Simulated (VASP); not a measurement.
# C (Fd-3m) in VASP: notebook

Runs on C. Level: PBEsol. Tasks: single point.

All numbers are computed with VASP 6.6.1; they aren't measurements. Logs are shortened: lines on timing, memory, paths and dates and some standing lists are left out, and cuts for length are marked.

**1. The cell of the first run**

It takes space group Fd-3m (No. 227, cubic). Conventional cell: a = 3.554 Å, b = 3.554 Å, c = 3.554 Å, α = 90.00°, β = 90.00°, γ = 90.00°. C (site symmetry -43m) has 4 C at 1.54 Å within 2.1 Å.

**2. Single point, PBEsol**

Contents of INCAR:

```
SYSTEM = C
PREC = Accurate
ENCUT = 600
EDIFF = 1E-6
ISMEAR = 0
SIGMA = 0.02
LREAL = .FALSE.
LASPH = .TRUE.
NELM = 120
ALGO = Normal
ISIF = 2
LWAVE = .FALSE.
LCHARG = .FALSE.
GGA = PS
NBANDS = 11
GGA_COMPAT = .FALSE.
```

Contents of KPOINTS:

```
regular mesh
0
G
  12 12 12
  0 0 0
```

Contents of POSCAR:

```
C
1.0
    0.0000000000      1.7769041312      1.7769041312
    1.7769041312      0.0000000000      1.7769041312
    1.7769041312      1.7769041312      0.0000000000
C
2
Direct
    0.0000000000      0.0000000000      0.0000000000
    0.2500000000      0.2500000000      0.2500000000
```

Potentials or basis: VASP PAW PBE potentials, release 64 (C).

Launch:

```console
cat potpaw_PBE.64/C/POTCAR > POTCAR
mpirun -np 1 vasp_std > vasp.out
```

OUTCAR:

```text
SYSTEM = C
   PREC = Accurate
   ENCUT = 600
   EDIFF = 1E-6
   ISMEAR = 0
   LREAL = .FALSE.
   LASPH = .TRUE.
   NELM = 120
   ISIF = 2
   GGA = PS

 ion  position               nearest neighbor table
   1  0.000  0.000  0.000-   2 1.54   2 1.54   2 1.54   2 1.54
   2  0.250  0.250  0.250-   1 1.54   1 1.54   1 1.54   1 1.54

  LATTYP: Found a face centered cubic cell.
 ALAT       =     3.5538082624

  Lattice vectors:

 A1 = (   0.0000000000,   1.7769041312,   1.7769041312)
 A2 = (   1.7769041312,   0.0000000000,   1.7769041312)
 A3 = (   1.7769041312,   1.7769041312,   0.0000000000)

Analysis of symmetry for initial positions (statically):
=====================================================================
 Subroutine PRICEL returns:
 Original cell was already a primitive cell.

 Routine SETGRP: Setting up the symmetry group for a
 face centered cubic supercell.

 Subroutine GETGRP returns: Found 48 space group operations
 (whereof 24 operations were pure point group operations)
 out of a pool of 48 trial point group operations.

The static configuration has the point symmetry T_d .
 The point group associated with its full space group is O_h .

Analysis of symmetry for dynamics (positions and initial velocities):
=====================================================================
 Subroutine PRICEL returns:
 Original cell was already a primitive cell.

 Routine SETGRP: Setting up the symmetry group for a
 face centered cubic supercell.

 Subroutine GETGRP returns: Found 48 space group operations
 (whereof 24 operations were pure point group operations)
 out of a pool of 48 trial point group operations.

The dynamic configuration has the point symmetry T_d .
 The point group associated with its full space group is O_h .

 Subroutine INISYM returns: Found 48 space group operations
 (whereof 24 operations are pure point group operations),
 and found     1 'primitive' translations

----------------------------------------------------------------------------------------

                                     Primitive cell

  volume of cell :      11.2208

  direct lattice vectors                    reciprocal lattice vectors
     0.000000000  1.776904131  1.776904131    -0.281388282  0.281388282  0.281388282
     1.776904131  0.000000000  1.776904131     0.281388282 -0.281388282  0.281388282
     1.776904131  1.776904131  0.000000000     0.281388282  0.281388282 -0.281388282

  length of vectors
     2.512921921  2.512921921  2.512921921     0.487378800  0.487378800  0.487378800

  position of ions in fractional coordinates (direct lattice)
     0.000000000  0.000000000  0.000000000
     0.250000000  0.250000000  0.250000000

  ion indices of the primitive-cell ions
   primitive index   ion index
                 1           1
                 2           2

----------------------------------------------------------------------------------------

 KPOINTS: regular mesh

Automatic generation of k-mesh.
 Grid dimensions read from file:
 generate k-points for:   12   12   12

 Generating k-lattice:

  Cartesian coordinates                     Fractional coordinates (reciprocal lattice)
    -0.023449023  0.023449023  0.023449023     0.083333333  0.000000000  0.000000000
     0.023449023 -0.023449023  0.023449023     0.000000000  0.083333333  0.000000000
     0.023449023  0.023449023 -0.023449023     0.000000000  0.000000000  0.083333333

  Length of vectors
     0.040614900  0.040614900  0.040614900

  Shift w.r.t. Gamma in fractional coordinates (k-lattice)
     0.000000000  0.000000000  0.000000000

 Subroutine IBZKPT returns following result:
 ===========================================

 Found     72 irreducible k-points:

 Following reciprocal coordinates:
            Coordinates               Weight
  0.000000  0.000000  0.000000      1.000000
  0.083333  0.000000  0.000000      8.000000
  0.166667  0.000000  0.000000      8.000000
  0.250000  0.000000  0.000000      8.000000
  0.333333  0.000000  0.000000      8.000000
  0.416667  0.000000  0.000000      8.000000
[... 16 lines left out ...]
  0.500000  0.166667  0.000000     24.000000
 -0.416667  0.166667  0.000000     24.000000
 [... further k-points ...]
   k-points           NKPTS =     72   k-points in BZ     NKDIM =     72   number of bands    NBANDS=     11
   number of dos      NEDOS =    301   number of ions     NIONS =      2
   total plane-waves  NPLWV =   8000
   dimension x,y,z NGX =    20 NGY =   20 NGZ =   20
   dimension x,y,z NGXF=    40 NGYF=   40 NGZF=   40
   ions per type =               2
   NGX,Y,Z   is equivalent  to a cutoff of  13.23, 13.23, 13.23 a.u.
   NGXF,Y,Z  is equivalent  to a cutoff of  26.46, 26.46, 26.46 a.u.
 SYSTEM =  C
   PREC   = accura    normal or accurate (medium, high low for compatibility)
   ISTART =      0    job   : 0-new  1-cont  2-samecut
   ICHARG =      2    charge: 1-file 2-atom 10-const
   ISPIN  =      1    spin polarized calculation?
   LNONCOLLINEAR =      F non collinear calculations
   LSORBIT =      F    spin-orbit coupling
   LASPH  =      T    aspherical Exc in radial PAW
   ENCUT  =  600.0 eV  44.10 Ry    6.64 a.u.   5.02  5.02  5.02*2*pi/ulx,y,z
   NELM   =    120;   NELMIN=  2; NELMDL= -5     # of ELM steps
   EDIFF  = 0.1E-05   stopping-criterion for ELM
   LREAL  =      F    real-space projection
   EDIFFG = 0.1E-04   stopping-criterion for IOM
   NSW    =      0    number of steps for IOM
   IBRION =     -1    ionic relax: 0-MD 1-quasi-New 2-CG
   NFREE  =      0    steps in history (QN), initial steepest desc. (CG)
   ISIF   =      2    stress and relaxation
   ISYM   =      2    0-nonsym 1-usesym 2-fastsym
   POTIM  = 0.5000    time-step for ionic-motion
   TEBEG  =    0.0;   TEEND  =   0.0 temperature during run
   PSTRESS=    0.0 pullay stress
   NELECT =       8.0000    total number of electrons
   NUPDOWN=      -1.0000    fix difference up-down
   EMIN   =  10.00;   EMAX   =-10.00  energy-range for DOS
   EFERMI =   0.00;   METHOD = LEGACY
   ISMEAR =     0;   SIGMA  =   0.02  broadening in eV -4-tet -1-fermi 0-gaus
   EFERMI_NEDOS =   21; number of points for ismear=-14 and -15
   IALGO  =     38    algorithm
   IMIX   =      4    mixing-type and parameters
     AMIX     =   0.40;   BMIX     =  1.00
     AMIX_MAG =   1.60;   BMIX_MAG =  1.00
  volume/ion in A,a.u.               =       5.61        37.86
  Fermi-wavevector in a.u.,A,eV,Ry     =   1.462505  2.763735 29.101804  2.138922
  Thomas-Fermi vector in A             =   2.578711
   LORBIT       =      0    0 simple, 1 ext, 2 COOP (PROOUT), +10 PAW based schemes
   GGA     = PS    functional components
   LHFCALC =     F    Hartree Fock is set to
   AEXX    =    0.0000 exact exchange contribution
   IVDW    =     0    specifies the selected vdW correction
   LEPSILON=     F    determine dielectric tensor
   LRPA    =     F    only Hartree local field effects (RPA)
 non-spin polarized calculation
 Gauss-broadening in eV      SIGMA  =   0.02
  energy-cutoff  :      600.00
  volume of cell :       11.22
 maximum number of plane-waves:       388
   NGX =  9   NGY =  9   NGZ =  9

 number of electron       7.9999999 magnetization

 Free energy of the ion-electron system (eV)
  ---------------------------------------------------
  ext. energy  EPLUGINS =         0.00000000
  ---------------------------------------------------
  free energy    TOTEN  =       -19.25424669 eV

  energy without entropy =      -19.25424669  energy(sigma->0) =      -19.25424669

 E-fermi :  10.0297     XC(G=0): -13.4866

 val. band max:        9.8662717095   @ k =   0.0000   0.0000   0.0000
 cond. band min:      13.9272684594   @ k =   0.3333   0.3333   0.0000
 fundamental gap:      4.0609967500
 Fermi energy:        10.0297211899

 k-point     1 :       0.0000    0.0000    0.0000
  band No.  band energies     occupation
      1     -11.8020      2.00000
      2       9.8663      2.00000
      3       9.8663      2.00000
      4       9.8663      2.00000
      5      15.4357      0.00000
      6      15.4357      0.00000
      7      15.4357      0.00000
      8      23.4835      0.00000
      9      28.9655      0.00000
     10      36.4561      0.00000
     11      36.4561      0.00000

 k-point     2 :       0.0833    0.0000    0.0000
  band No.  band energies     occupation
      1     -11.6079      2.00000
      2       8.6204      2.00000
      3       9.5366      2.00000
      4       9.5366      2.00000
      5      15.8667      0.00000
      6      15.8667      0.00000
      7      16.1682      0.00000
      8      23.6295      0.00000
      9      29.2927      0.00000
     10      34.2092      0.00000
     11      34.2092      0.00000

 k-point     3 :       0.1667    0.0000    0.0000
  band No.  band energies     occupation
      1     -11.0274      2.00000
      2       6.0585      2.00000
      3       8.8239      2.00000
      4       8.8239      2.00000
      5      16.7982      0.00000
      6      16.7982      0.00000
      7      17.2904      0.00000
      8      24.0449      0.00000
      9      29.9777      0.00000
     10      32.5894      0.00000
     11      32.5894      0.00000

 k-point     4 :       0.2500    0.0000    0.0000
  band No.  band energies     occupation
      1     -10.0688      2.00000
      2       3.1909      2.00000
      3       8.0917      2.00000
      4       8.0917      2.00000
      5      17.6572      0.00000
      6      17.6572      0.00000
      7      18.0815      0.00000
      8      24.6161      0.00000
      9      30.4270      0.00000
     10      32.1740      0.00000
     11      32.1740      0.00000
[... 239 lines left out ...]
 k-point    22 :       0.4167    0.1667    0.0000
  band No.  band energies     occupation
      1      -7.5807      2.00000
      2      -0.0218      2.00000
      3       5.5478      2.00000
      4       5.7433      2.00000
      5      16.4812      0.00000
      6      20.8893      0.00000
      7      21.0871      0.00000
      8      22.5040      0.00000
      9      30.8492      0.00000
     10      32.3895      0.00000
     11      37.2617      0.00000

 k-point    23 :       0.5000    0.1667    0.0000
  band No.  band energies     occupation
      1      -5.9616      2.00000
      2      -2.3077      2.00000
      3       4.8170      2.00000
      4       5.8344      2.00000
      5      16.8914      0.00000
      6      20.6050      0.00000
      7      21.2134      0.00000
      8      24.1351      0.00000
      9      29.9192      0.00000
     10      33.7422      0.00000
     11      36.4407      0.00000

 k-point    24 :      -0.4167    0.1667    0.0000
  band No.  band energies     occupation
      1      -5.5104      2.00000
      2      -2.8463      2.00000
      3       4.3200      2.00000
      4       6.2210      2.00000
      5      17.3347      0.00000
      6      20.1085      0.00000
      7      21.1857      0.00000
      8      25.3310      0.00000
      9      29.2154      0.00000
     10      34.0045      0.00000
     11      34.4657      0.00000

 [... further k-points ...]
[... 5 lines left out ...]
  --------------------------------------------------------------------------------------
  -------------------------------------------------------------------------------------
  Total        0.0307571      0.0307571      0.0307571     -0.0000000      0.0000000      0.0000000
  in kB        4.3917157      4.3917157      4.3917157     -0.0000000      0.0000000      0.0000000
  external PRESSURE =       4.3917157 kB  Pullay stress =       0.0000000 kB

 VOLUME and BASIS-vectors are now :
 -----------------------------------------------------------------------------
  energy-cutoff  :      600.00
  volume of cell :       11.22
      direct lattice vectors                 reciprocal lattice vectors
     0.000000000  1.776904131  1.776904131    -0.281388282  0.281388282  0.281388282
     1.776904131  0.000000000  1.776904131     0.281388282 -0.281388282  0.281388282
     1.776904131  1.776904131  0.000000000     0.281388282  0.281388282 -0.281388282

 POSITION                                       TOTAL-FORCE (eV/Angst)
 -----------------------------------------------------------------------------------
      0.00000      0.00000      0.00000        -0.000000     -0.000000     -0.000000
      0.88845      0.88845      0.88845         0.000000      0.000000      0.000000
 -----------------------------------------------------------------------------------
    total drift:                                0.000000      0.000000      0.000000

  FREE ENERGIE OF THE ION-ELECTRON SYSTEM (eV)
  ---------------------------------------------------
  free  energy   TOTEN  =       -19.2542466860 eV

  energy  without entropy=      -19.2542466860  energy(sigma->0) =      -19.25424669
```

Run time: 12 s. Hardware: 1 thread of Intel Xeon 8259CL, shared host; peak memory 0.12 GiB.

What came out:

```yaml
Free_energy: -19.2542 eV
Pressure: 0.4 GPa
Band_gap_on_the_k_mesh: 4.06 eV, indirect (least direct gap 5.57 eV)
```

Levels at points of the mesh, in eV from the valence-band top:
```tsv
k point	band 2	band 3	band 4	band 5	band 6	band 7
(0.00, 0.00, 0.00)	0.00	0.00	0.00	5.57	5.57	5.57
(0.50, 0.00, 0.00)	-13.59	-2.84	-2.84	8.43	8.43	8.99
(0.50, 0.50, 0.00)	-12.85	-6.40	-6.40	4.62	4.62	16.95
```

Caveat: the PAW data sets were made with another functional, which shifts forces and pressure a little. A k mesh can miss the band edges.

[end of part 1 of 2]
